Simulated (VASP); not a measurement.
# CuAu (Pmm2) in VASP: notebook

Runs on CuAu. Level: PBEsol. Tasks: single point.

Everything below comes from runs of VASP 6.6.1. Logs are shortened: lines on timing, memory, paths and dates and some standing lists are left out, and cuts for length are marked.

## Step 1: The cell of the first run

Symmetry: Pmm2, No. 25, orthorhombic system. Conventional cell: a = 2.800 Å, b = 3.670 Å, c = 2.800 Å, α = 90.00°, β = 90.00°, γ = 90.00°. Within 3.4 Å of Cu (site symmetry mm2) lie 8 Au at 2.56 to 2.87 Å and 4 Cu at 2.80 Å. Au (site symmetry mm2) has 8 Cu at 2.56 to 2.87 Å and 4 Au at 2.80 Å within 3.4 Å.

## Step 2: Single point, PBEsol (atom 2 (Au) moved by (-0.300, +0.000) A along x and z)

The input, INCAR:

```
SYSTEM = CuAu
PREC = Accurate
ENCUT = 600
EDIFF = 1E-6
ISMEAR = 0
SIGMA = 0.15
LREAL = .FALSE.
LASPH = .TRUE.
NELM = 120
ALGO = Normal
ISIF = 2
LWAVE = .FALSE.
LCHARG = .FALSE.
GGA = PS
NBANDS = 18
GGA_COMPAT = .FALSE.
```

The input, KPOINTS:

```
regular mesh
0
G
  18 18 14
  0 0 0
```

The input, POSCAR:

```
CuAu
1.0
    2.8000000000      0.0000000000      0.0000000000
    0.0000000000      2.8000000000      0.0000000000
    0.0000000000      0.0000000000      3.6700000000
Cu Au
1 1
Direct
    0.5000000000      0.5000000000      0.5000000000
   -0.1071428571      0.0000000000      0.0000000000
```

Potentials or basis: VASP PAW PBE potentials, release 64 (Cu, Au).

On the command line:

```sh
$ cat potpaw_PBE.64/Cu/POTCAR potpaw_PBE.64/Au/POTCAR > POTCAR
$ mpirun -np 1 vasp_std > vasp.out
```

OUTCAR:

```text
SYSTEM = CuAu
   PREC = Accurate
   ENCUT = 600
   EDIFF = 1E-6
   ISMEAR = 0
   LREAL = .FALSE.
   LASPH = .TRUE.
   NELM = 120
   ISIF = 2
   GGA = PS

 ion  position               nearest neighbor table
   1  0.500  0.500  0.500-   2 2.56   2 2.56   2 2.56   2 2.56   2 2.87   2 2.87   2 2.87   2 2.87

   2  0.893  0.000  0.000-   1 2.56   1 2.56   1 2.56   1 2.56   1 2.87   1 2.87   1 2.87   1 2.87

  LATTYP: Found a simple tetragonal cell.
 ALAT       =     2.8000000000
 C/A-ratio  =     1.3107142857

  Lattice vectors:

 A1 = (   2.8000000000,   0.0000000000,   0.0000000000)
 A2 = (   0.0000000000,   2.8000000000,   0.0000000000)
 A3 = (   0.0000000000,   0.0000000000,   3.6700000000)

Analysis of symmetry for initial positions (statically):
=====================================================================
 Subroutine PRICEL returns:
 Original cell was already a primitive cell.

 Routine SETGRP: Setting up the symmetry group for a
 simple tetragonal supercell.

 Subroutine GETGRP returns: Found  4 space group operations
 (whereof  4 operations were pure point group operations)
 out of a pool of 16 trial point group operations.

The static configuration has the point symmetry C_2v.

Analysis of symmetry for dynamics (positions and initial velocities):
=====================================================================
 Subroutine PRICEL returns:
 Original cell was already a primitive cell.

 Routine SETGRP: Setting up the symmetry group for a
 simple tetragonal supercell.

 Subroutine GETGRP returns: Found  4 space group operations
 (whereof  4 operations were pure point group operations)
 out of a pool of 16 trial point group operations.

The dynamic configuration has the point symmetry C_2v.

 Subroutine INISYM returns: Found  4 space group operations
 (whereof  4 operations are pure point group operations),
 and found     1 'primitive' translations

----------------------------------------------------------------------------------------

                                     Primitive cell

  volume of cell :      28.7728

  direct lattice vectors                    reciprocal lattice vectors
     2.800000000  0.000000000  0.000000000     0.357142857  0.000000000  0.000000000
     0.000000000  2.800000000  0.000000000     0.000000000  0.357142857  0.000000000
     0.000000000  0.000000000  3.670000000     0.000000000  0.000000000  0.272479564

  length of vectors
     2.800000000  2.800000000  3.670000000     0.357142857  0.357142857  0.272479564

  position of ions in fractional coordinates (direct lattice)
     0.500000000  0.500000000  0.500000000
     0.892857143  0.000000000  0.000000000

  ion indices of the primitive-cell ions
[... 72 lines left out ...]
   LASPH  =      T    aspherical Exc in radial PAW
   ENCUT  =  600.0 eV  44.10 Ry    6.64 a.u.   5.59  5.59  7.33*2*pi/ulx,y,z
   NELM   =    120;   NELMIN=  2; NELMDL= -5     # of ELM steps
   EDIFF  = 0.1E-05   stopping-criterion for ELM
   LREAL  =      F    real-space projection
   EDIFFG = 0.1E-04   stopping-criterion for IOM
   NSW    =      0    number of steps for IOM
   IBRION =     -1    ionic relax: 0-MD 1-quasi-New 2-CG
   NFREE  =      0    steps in history (QN), initial steepest desc. (CG)
   ISIF   =      2    stress and relaxation
   ISYM   =      2    0-nonsym 1-usesym 2-fastsym
   POTIM  = 0.5000    time-step for ionic-motion
   TEBEG  =    0.0;   TEEND  =   0.0 temperature during run
   PSTRESS=    0.0 pullay stress
   NELECT =      22.0000    total number of electrons
   NUPDOWN=      -1.0000    fix difference up-down
   EMIN   =  10.00;   EMAX   =-10.00  energy-range for DOS
   EFERMI =   0.00;   METHOD = LEGACY
   ISMEAR =     0;   SIGMA  =   0.15  broadening in eV -4-tet -1-fermi 0-gaus
   EFERMI_NEDOS =   21; number of points for ismear=-14 and -15
   IALGO  =     38    algorithm
   IMIX   =      4    mixing-type and parameters
     AMIX     =   0.40;   BMIX     =  1.00
     AMIX_MAG =   1.60;   BMIX_MAG =  1.00
  volume/ion in A,a.u.               =      14.39        97.08
  Fermi-wavevector in a.u.,A,eV,Ry     =   1.497000  2.828919 30.490762  2.241008
  Thomas-Fermi vector in A             =   2.608944
   LORBIT       =      0    0 simple, 1 ext, 2 COOP (PROOUT), +10 PAW based schemes
   GGA     = PS    functional components
   LHFCALC =     F    Hartree Fock is set to
   AEXX    =    0.0000 exact exchange contribution
   IVDW    =     0    specifies the selected vdW correction
   LEPSILON=     F    determine dielectric tensor
   LRPA    =     F    only Hartree local field effects (RPA)
 non-spin polarized calculation
 Gauss-broadening in eV      SIGMA  =   0.15
  energy-cutoff  :      600.00
  volume of cell :       28.77
 maximum number of plane-waves:       980
   NGX = 11   NGY = 11   NGZ = 15

 number of electron      22.0000012 magnetization

 Free energy of the ion-electron system (eV)
  ---------------------------------------------------
  ext. energy  EPLUGINS =         0.00000000
  ---------------------------------------------------
  free energy    TOTEN  =        -8.20651728 eV

  energy without entropy =       -8.19938373  energy(sigma->0) =       -8.20295051

 E-fermi :   8.7252     XC(G=0): -12.8875

 val. band max:        8.7215753537   @ k =   0.3333   0.1667   0.5000
 cond. band min:       8.7266218876   @ k =  -0.1667   0.5000   0.0714
 fundamental gap:      0.0050465339
 Fermi energy:         8.7252352497

 k-point     1 :       0.0000    0.0000    0.0000
  band No.  band energies     occupation
      1      -1.2142      2.00000
      2       1.9895      2.00000
      3       2.1571      2.00000
      4       4.4259      2.00000
      5       4.7519      2.00000
      6       5.7464      2.00000
[... 481 lines left out ...]
      5       4.7610      2.00000
      6       5.3021      2.00000
[... 10 lines left out ...]
     17      26.2051      0.00000
     18      27.7882      0.00000

 [... further k-points ...]
[... 5 lines left out ...]
  --------------------------------------------------------------------------------------
  -------------------------------------------------------------------------------------
  Total       -0.3270230      0.4952865      0.8781097      0.0000000      0.0000000      0.0000000
  in kB      -18.2098681     27.5794061     48.8964382      0.0000000      0.0000000      0.0000000
  external PRESSURE =      19.4219921 kB  Pullay stress =       0.0000000 kB

 VOLUME and BASIS-vectors are now :
 -----------------------------------------------------------------------------
  energy-cutoff  :      600.00
  volume of cell :       28.77
      direct lattice vectors                 reciprocal lattice vectors
     2.800000000  0.000000000  0.000000000     0.357142857  0.000000000  0.000000000
     0.000000000  2.800000000  0.000000000     0.000000000  0.357142857  0.000000000
     0.000000000  0.000000000  3.670000000     0.000000000  0.000000000  0.272479564

 POSITION                                       TOTAL-FORCE (eV/Angst)
 -----------------------------------------------------------------------------------
      1.40000      1.40000      1.83500        -0.983476      0.000000      0.000000
      2.50000      0.00000      0.00000         0.983476      0.000000      0.000000
 -----------------------------------------------------------------------------------
    total drift:                               -0.000418      0.000000     -0.000000

  FREE ENERGIE OF THE ION-ELECTRON SYSTEM (eV)
  ---------------------------------------------------
  free  energy   TOTEN  =        -8.2065172804 eV

  energy  without entropy=       -8.1993837297  energy(sigma->0) =       -8.20295051
```

stdout:

```text
POSCAR found type information on POSCAR CuAu
 POSCAR found :  2 types and       2 ions
 scaLAPACK will be used
 -----------------------------------------------------------------------------
|                                                                             |
|                                                                             |
|     You enforced a specific xc type in the INCAR file but a different       |
|     I HOPE YOU KNOW WHAT YOU ARE DOING!                                     |
|                                                                             |
 -----------------------------------------------------------------------------

 LDA part: xc-table for (Slater+PW92), standard interpolation
 POSCAR, INCAR and KPOINTS ok, starting setup
 FFT: planning ... GRIDC
 FFT: planning ... GRID_SOFT
 FFT: planning ... GRID
 WAVECAR not read
 entering main loop
```

Run time: 7.1 min. Hardware: 1 thread of Oxide Virtual Turin-like, shared host; peak memory 0.56 GiB.

Results:

| Item | Value |
| --- | --- |
| Free energy | -8.2065 eV |
| Pressure | 1.9 GPa |
| Largest force | 0.983 eV/Å |
| Band gap on the k mesh | zero (bands 11 and 12 overlap by 6.92 eV) |

Forces in eV/Å, atoms in the order of the input:
```
Cu  -0.983  0.000  0.000
Au   0.983  0.000  0.000
```

Caveat: the cell differs from its parent crystal (atom 2 (Au) moved by (-0.300, +0.000) A along x and z); the stress differs along the axes, from -2 to 5 GPa; the PAW data sets were made with another functional, which shifts forces and pressure a little; spin-orbit coupling is left out, which moves the levels of the heavy elements.

## Step 3: Single point, PBEsol (atom 2 (Au) moved by (-0.150, +0.000) A along x and z)

The input, INCAR:

```
SYSTEM = CuAu
ALGO = Normal
EDIFF = 1E-6
ENCUT = 600
GGA = PS
GGA_COMPAT = .False.
ISIF = 2
ISMEAR = 0
LASPH = .True.
LCHARG = .False.
LREAL = .False.
LWAVE = .False.
NBANDS = 18
NELM = 120
PREC = Accurate
SIGMA = 0.15
```

The input, KPOINTS:

```
k-points
0
Gamma
  18 18 14
  0 0 0
```

POSCAR, as its differences from that of step 2:

```diff
@@ -9,2 +9,2 @@
     0.5000000000      0.5000000000      0.5000000000
-   -0.1071428571      0.0000000000      0.0000000000
+   -0.0535714286      0.0000000000      0.0000000000
```

Potentials or basis: VASP PAW PBE potentials, release 64 (Cu, Au).

On the command line:

```sh
$ cat potpaw_PBE.64/Cu/POTCAR potpaw_PBE.64/Au/POTCAR > POTCAR
$ mpirun -np 1 vasp_std > vasp.out
```

Wall time 8.1 min (1 thread of Oxide Virtual Turin-like, shared host); peak memory 0.57 GiB.

Results (log left out):

* Free energy: -8.3194 eV
* Pressure: -0.9 GPa
* Largest force: 0.511 eV/Å
* Band gap on the k mesh: zero (bands 11 and 12 overlap by 7.24 eV)

Forces in eV/Å, atoms in the order of the input:
```
Cu  -0.511  0.000  0.000
Au   0.511  0.000  0.000
```

Stress tensor (GPa, compression positive):
```
-1.68  0.00  0.00
 0.00 -0.52  0.00
 0.00  0.00 -0.46
```

Levels at points of the mesh, in eV from the Fermi level:
| k point | band 7 | band 8 | band 9 | band 10 | band 11 | band 12 | band 13 | band 14 | band 15 | band 16 |
| --- | --- | --- | --- | --- | --- | --- | --- | --- | --- | --- |
| (0.00, 0.00, 0.00) | -2.89 | -2.17 | -1.73 | -1.54 | -1.45 | 2.04 | 8.10 | 10.02 | 10.19 | 16.59 |
| (0.50, 0.00, 0.00) | -3.08 | -2.97 | -2.44 | -2.12 | -0.94 | -0.07 | 9.32 | 9.33 | 11.52 | 11.63 |
| (0.00, 0.50, 0.00) | -2.91 | -2.83 | -2.39 | -2.19 | -0.88 | -0.14 | 9.42 | 9.52 | 11.41 | 11.46 |
| (0.50, 0.50, 0.00) | -1.65 | -1.64 | -1.39 | -1.39 | 0.62 | 0.65 | 5.15 | 6.86 | 10.14 | 11.65 |
| (0.00, 0.00, 0.50) | -3.09 | -2.85 | -2.35 | -2.30 | -2.27 | -1.97 | 13.86 | 14.47 | 14.63 | 14.89 |
| (0.50, 0.00, 0.50) | -1.91 | -1.77 | -1.62 | -1.56 | -1.08 | -1.06 | 2.67 | 4.40 | 15.90 | 16.32 |
| (0.00, 0.50, 0.50) | -1.86 | -1.74 | -1.66 | -1.62 | -1.15 | -1.13 | 2.71 | 4.45 | 15.97 | 16.41 |
| (0.50, 0.50, 0.50) | -2.94 | -2.16 | -1.65 | -1.64 | 5.26 | 5.39 | 5.41 | 6.30 | 6.33 | 7.21 |

Caveat: the cell differs from its parent crystal (atom 2 (Au) moved by (-0.150, +0.000) A along x and z); the PAW data sets were made with another functional, which shifts forces and pressure a little; spin-orbit coupling is left out, which moves the levels of the heavy elements.
